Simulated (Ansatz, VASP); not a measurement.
**P in VASP and in Ansatz**

```xyz
6
Lattice="4.8235 0.0000 0.0000 0.0000 4.8235 0.0000 0.0000 0.0000 4.5627" Properties=species:S:1:pos:R:3 pbc="T T T"
P     2.4118    0.0000    3.4221
P     0.0000    2.4118    3.4219
P     0.0000    2.4118    1.1408
P     2.4118    0.0000    1.1406
P     2.4118    2.4118    3.4220
P     2.4118    2.4118    1.1407
```

Alike in both runs: functional PBE; k mesh 4 × 4 × 4; occupations gaussian, width 0.1 eV; no spin polarisation.

Ansatz relaxed the structure, and its values are those at the end. VASP's run is a single point on that final structure, the one shown.

```csv
,VASP,Ansatz
version,VASP 6.6.1,Ansatz 0.2.0
potentials or method,"VASP PAW PBE potentials, release 64 (P), cutoff 520 eV","scalar-relativistic, plane waves, PAW"
valence electrons in the cell,30,30
```

|  | VASP | Ansatz | Ansatz less VASP |
| --- | --- | --- | --- |
| gap on the k mesh at the Fermi level (eV) | none | none | - |
| pressure (GPa) | -0.1 | 0.1 | +0.26 |

A gap of «none» marks a metal or a gap that the smearing closes.
